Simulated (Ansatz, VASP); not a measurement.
## SnO2: VASP beside Ansatz

File INCAR:

```
PREC = Accurate
ENCUT = 600
EDIFF = 1E-7
ISMEAR = 0
SIGMA = 0.02
LREAL = False
LASPH = True
NELM = 80
ALGO = Normal
ISIF = 3
LWAVE = False
LCHARG = False
GGA = PE
IVDW = 12
IBRION = 2
NSW = 100
EDIFFG = -0.005
```

File KPOINTS:

```
regular mesh
0
Gamma
  6 6 8
```

Contents of POSCAR:

```
SnO2
1.0
    4.7373500000      0.0000000000      0.0000000000
    0.0000000000      4.7373500000      0.0000000000
    0.0000000000      0.0000000000      3.1864000000
Sn O
2 4
Direct
    0.0000000000      0.0000000000      0.0000000000
    0.5000000000      0.5000000000      0.5000000000
    0.3056200000      0.3056200000      0.0000000000
    0.1943800000      0.8056200000      0.5000000000
    0.6943800000      0.6943800000      0.0000000000
    0.8056200000      0.1943800000      0.5000000000
```

Input for Ansatz:

```yaml
crystal:
  lattice:
    - [4.73735, 0.0, 0.0]
    - [0.0, 4.73735, 0.0]
    - [0.0, 0.0, 3.1864]
  atoms:
    - { symbol: Sn, position: [0.0, 0.0, 0.0] }
    - { symbol: Sn, position: [0.5, 0.5, 0.5] }
    - { symbol: O, position: [0.30562, 0.30562, 0.0] }
    - { symbol: O, position: [0.19438, 0.80562, 0.5] }
    - { symbol: O, position: [0.69438, 0.69438, 0.0] }
    - { symbol: O, position: [0.80562, 0.19438, 0.5] }
basis:
  ecutwfc: 420
kpoints:
  mp_grid: { grid: [6, 6, 8] }
hamiltonian:
  xc: pbe
  dispersion: d3bj
scf:
  occupations: { method: gaussian, width: 0.02 }
output:
  forces: true
  stress: true
  eigenvalues: true
  write_density: true
  write_potential: true
  elf: true
  volumetric_format: npy
relax:
  adjacent_minimum: "off"
  f_tol: 0.005
  max_steps: 80
  cell: { stress_tol: 0.05 }
```

Alike in both runs: task relaxation of cell and atoms; functional PBE; dispersion D3(BJ); k mesh 6 × 6 × 8; occupations gaussian, width 0.02 eV; no spin polarisation.

|  | VASP | Ansatz |
| --- | --- | --- |
| version | VASP 6.6.1 | Ansatz 0.2.0 |
| potentials or method | VASP PAW PBE potentials, release 64 (Sn_d, O), cutoff 600 eV | scalar-relativistic, plane waves, PAW |
| valence electrons in the cell | 52 | 52 |

Ansatz gave:

| Quantity | Value |
| --- | --- |
| gap on the k mesh at the Fermi level, each at its own relaxed structure (eV) | 0.84 |
| relaxed volume (Å³/atom) | 12.37 |
| relaxed cell length with the largest relative difference (Å) | 3.230 |

Problem. Estimate VASP's values.

Solution. gap on the k mesh at the Fermi level, each at its own relaxed structure (eV): 0.80; relaxed volume (Å³/atom): 12.40; relaxed cell length with the largest relative difference (Å): 3.234.
